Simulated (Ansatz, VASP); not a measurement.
**Cd2Hg3S5: VASP beside Ansatz**

Contents of INCAR:

```
PREC     = Accurate       # precision mode
ENCUT    = 520            # plane-wave cutoff, eV
EDIFF    = 1E-6           # SCF threshold, eV
ISMEAR   = 0              # smearing method
SIGMA    = 0.2            # smearing width, eV
LREAL    = False          # projectors in reciprocal space
LASPH    = True           # aspherical terms in the spheres
NELM     = 80             # most SCF steps
ALGO     = Normal         # electronic algorithm
ISIF     = 2              # what is computed and relaxed
LWAVE    = False          # write WAVECAR
LCHARG   = False          # write CHGCAR
GGA      = PE             # functional
NBANDS   = 56             # bands
```

File KPOINTS:

```
regular mesh
0
Gamma
  6 6 6
```

The input POSCAR:

```
Cd2Hg3S5
1.0
    0.0000000000     -4.2200643959      0.0000000000
    4.2200643959      0.0000000000      0.0000000000
   -2.1100321979      2.1100321979     14.8995920468
Cd Hg S
2 3 5
Direct
    0.7992490279      0.7992490279      0.5984980558
    0.2007509721      0.2007509721      0.4015019442
    0.6010608497      0.6010608497      0.2021216994
    0.0000000000      0.0000000000      0.0000000000
    0.3989391503      0.3989391503      0.7978783006
    0.2500000000      0.7500000000      0.5000000000
    0.6516353000      0.1516353000      0.3032706001
    0.0505241924      0.5505241924      0.1010483847
    0.4494758076      0.9494758076      0.8989516153
    0.8483647000      0.3483647000      0.6967293999
```

Input for Ansatz:

```yaml
crystal:
  lattice:
    - [0.0, -4.2200643959, 0.0]
    - [4.2200643959, 0.0, 0.0]
    - [-2.1100321979, 2.1100321979, 14.8995920468]
  atoms:
    - { symbol: Cd, position: [0.7992490279, 0.7992490279, 0.5984980558] }
    - { symbol: Cd, position: [0.2007509721, 0.2007509721, 0.4015019442] }
    - { symbol: Hg, position: [0.6010608497, 0.6010608497, 0.2021216994] }
    - { symbol: Hg, position: [0.0, 0.0, 0.0] }
    - { symbol: Hg, position: [0.3989391503, 0.3989391503, 0.7978783006] }
    - { symbol: S, position: [0.25, 0.75, 0.5] }
    - { symbol: S, position: [0.6516353, 0.1516353, 0.3032706001] }
    - { symbol: S, position: [0.0505241924, 0.5505241924, 0.1010483847] }
    - { symbol: S, position: [0.4494758076, 0.9494758076, 0.8989516153] }
    - { symbol: S, position: [0.8483647, 0.3483647, 0.6967293999] }
basis:
  ecutwfc: 420
kpoints:
  mp_grid: { grid: [6, 6, 6] }
hamiltonian:
  xc: pbe
scf:
  occupations: { method: gaussian, width: 0.2 }
  lower_state_search: "off"
output:
  forces: true
  stress: true
  eigenvalues: true
```

Alike in both runs: task single point; functional PBE; k mesh 6 × 6 × 6; occupations gaussian, width 0.2 eV; no spin polarisation.

```csv
,VASP,Ansatz
version,VASP 6.6.1,Ansatz 0.2.0
potentials or method,"VASP PAW PBE potentials, release 64 (Cd, Hg, S), cutoff 520 eV","scalar-relativistic, plane waves, PAW"
valence electrons in the cell,90,130
```

Ansatz gave:

| Property | Result |
| --- | --- |
| gap on the k mesh at the Fermi level (eV) | none |
| pressure (GPa) | 0.0 |

Problem. Estimate VASP's values.

Solution. gap on the k mesh at the Fermi level (eV): none; pressure (GPa): 0.3.

A gap of «none» marks a metal or a gap that the smearing closes. The functional is the same, so the differences come from potentials, cutoffs and numerics. VASP's potentials hold 90 valence electrons a cell and Ansatz's 130, so a difference there can come from the potentials and not from the codes.

Spin-orbit coupling is off throughout.
